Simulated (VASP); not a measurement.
A run of VASP 6.6.1 is set up as follows.

INCAR

```
SYSTEM = AlRu
ALGO     = Normal         ! electronic algorithm
EDIFF    = 1E-7           ! SCF threshold, eV
ENCUT    = 520            ! plane-wave cutoff, eV
GGA      = PE             ! functional
ISIF     = 2              ! what is computed and relaxed
ISMEAR   = 0              ! smearing method
LASPH    = .TRUE.         ! aspherical terms in the spheres
LCHARG   = .FALSE.        ! write CHGCAR
LREAL    = .FALSE.        ! projectors in reciprocal space
LWAVE    = .FALSE.        ! write WAVECAR
NBANDS   = 16             ! bands
NELM     = 60             ! most SCF steps
PREC     = Accurate       ! precision mode
SIGMA    = 0.1            ! smearing width, eV
```

File KPOINTS:

```
k-points
0
G
  14 14 14
  0 0 0
```

Contents of POSCAR:

```
AlRu
1.0
    3.1010568988      0.0000000000      0.0000000000
    0.0000000000      3.1010568988      0.0000000000
    0.0000000000      0.0000000000      3.1010568988
Al Ru
1 1
Direct
    0.0000000000      0.0000000000      0.0000000000
    0.5000000000      0.5000000000      0.5000000000
```

Potentials or basis: VASP PAW PBE potentials, release 64 (Al, Ru_pv).

Run with:

```sh
$ cat potpaw_PBE.64/Al/POTCAR potpaw_PBE.64/Ru_pv/POTCAR > POTCAR
$ mpirun -np 1 vasp_std > vasp.out
```

(1) Estimate the pressure.

Results:

(1) -15.7 GPa.
